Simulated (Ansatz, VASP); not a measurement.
**Two plane-wave programs on AlIn**

```
Al In
1.0
     3.05413    0.00000    0.00000
    -1.52707    2.64496    0.00000
     0.00000    0.00000    5.82802
Al In
1 1
Direct
  0.00000 0.00000 0.00000
  0.00000 0.00000 0.50000
```

Alike in both runs: task relaxation of cell and atoms; functional HSE06; k mesh 5 × 5 × 3; occupations fermi-dirac, width 0.05 eV; no spin polarisation.

|  | VASP | Ansatz |
| --- | --- | --- |
| version | VASP 6.6.1 | Ansatz 0.2.0 |
| potentials or method | VASP PAW PBE potentials, release 64 (Al, In_d) | Ansatz PAW |
| plane-wave cutoff (eV) | 600 | 420 |
| valence electrons in the cell | 16 | 16 |

```csv
,VASP,Ansatz,Ansatz less VASP
"gap on the k mesh at the Fermi level, each at its own relaxed structure (eV)",none,none,-
relaxed volume (Å³/atom),22.63,22.63,-0.002
relaxed length of the cell vector where the two differ most in proportion (Å),5.832,5.831,-0.0010
```

A gap of «none» marks a metal or a gap that the smearing closes.

The k mesh is coarse, so the values compare programs but aren't converged. Noted on Ansatz's run: the plane-wave basis is chosen anew once the cell has moved, so the energies of steps on either side of that aren't comparable.
